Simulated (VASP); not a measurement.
A run of VASP 6.6.1:

The input INCAR:

```
PREC = Accurate
ENCUT = 520
EDIFF = 1E-7
ISMEAR = 0
SIGMA = 0.15
LREAL = F
LASPH = T
NELM = 100
ALGO = Fast
ISIF = 2
LWAVE = F
LCHARG = F
GGA = PE
NBANDS = 17
```

KPOINTS

```
Automatic mesh
0
Gamma
  18 18 10
```

Contents of POSCAR:

```
Pt
1.0
    2.9516000000      0.0000000000      0.0000000000
   -1.4758000000      2.5561605818      0.0000000000
    0.0000000000      0.0000000000      4.8412000000
Pt
2
Direct
    0.6666666667      0.3333333333      0.7500000000
    0.3333333333      0.6666666667      0.2500000000
```

Potentials or basis: VASP PAW PBE potentials, release 64 (Pt).

The run is started by

```console
$ cat potpaw_PBE.64/Pt/POTCAR > POTCAR
$ mpirun -np 1 vasp_std > vasp.out
```

Hardware: 1 thread of Intel(R) Xeon(R) 6975P-C (Granite Rapids) (shared host).

Q: How long does it take, and how much memory?

A: It took 46 s on 1 thread of Intel(R) Xeon(R) 6975P-C (Granite Rapids) (shared host), peak memory 0.24 GiB. Counts: scf iterations 16, k points 222.
